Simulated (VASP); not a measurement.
Set up this calculation in VASP 6.6.1, as the native input.

| Item | Value |
| --- | --- |
| Task | relaxation of cell and atoms |
| Functional | r2SCAN |
| Potentials or basis | VASP PAW PBE potentials, release 64 (Ca_sv) |
| Cutoff | 600 eV |
| k mesh | 10 × 10 × 10 |
| Occupations | fermi-dirac, width 0.05 eV |
| Spin | no spin polarisation |
| Dipole correction | no |
| Further INCAR settings | ALGO = Normal; EDIFF = 1e-06; IBRION = 2; EDIFFG = -0.03; NSW = 80; ISIF = 3 |

The system is Ca.

```
Ca
1.0
     4.44000    0.00000    0.00000
     0.00000    4.44000    0.00000
     0.00000    0.00000    4.44000
Ca
2
Cartesian
  0.0000 0.0000 0.0000
  2.2200 2.2200 2.2200
```

This isn't the form of Ca at room conditions, which is fcc.

The input as run:

POSCAR

```
Ca
1.0
    4.4400000000      0.0000000000      0.0000000000
    0.0000000000      4.4400000000      0.0000000000
    0.0000000000      0.0000000000      4.4400000000
Ca
2
Direct
    0.0000000000      0.0000000000      0.0000000000
    0.5000000000      0.5000000000      0.5000000000
```

INCAR.step1

```
ALGO = Normal ; EDIFF = 1E-4
ENCUT = 600 ; GGA = PE
ISMEAR = -1 ; LASPH = True
LCHARG = False ; LREAL = False
LWAVE = True ; NELM = 60
PREC = Accurate ; SIGMA = 0.05
```

INCAR.step2

```
ALGO = Normal ; EDIFF = 1E-6
EDIFFG = -0.03 ; ENCUT = 600
IBRION = 2 ; ISIF = 3
ISMEAR = -1 ; ISTART = 1
LASPH = True ; LCHARG = False
LMIXTAU = True ; LREAL = False
LWAVE = False ; METAGGA = R2SCAN
NELM = 60 ; NSW = 80
PREC = Accurate ; SIGMA = 0.05
```

KPOINTS

```
k-points
0
Gamma
  10 10 10
```

Potentials or basis: VASP PAW PBE potentials, release 64 (Ca_sv).

Launch:

```sh
$ cat potpaw_PBE.64/Ca_sv/POTCAR > POTCAR
$ cp INCAR.step1 INCAR
$ mpirun -np 1 vasp_std > vasp.out
$ cp INCAR.step2 INCAR
$ mpirun -np 1 vasp_std > vasp.out
```

It gave:

```yaml
Relaxed_volume: 43.56 Å³/atom
Relaxed_cell: a = 4.433 Å, b = 4.433 Å, c = 4.433 Å, α = 90.00°, β = 90.00°, γ = 90.00°
Space_group_after_relaxing_to_0.1_Å: Im-3m (No. 229)
Energy_gained_by_relaxing: 0.1 meV/atom
Ionic_steps: 2
Pressure_after_relaxing: 0.0 GPa
Band_gap_on_the_k_mesh: zero (bands 10 and 11 overlap by 0.55 eV)
```

Caveat: the PAW data sets were made with another functional, which shifts forces and pressure a little.

Run time: 2.6 min on 1 thread of Intel(R) Xeon(R) 6975P-C (Granite Rapids), on a shared host, peak memory 0.26 GiB.
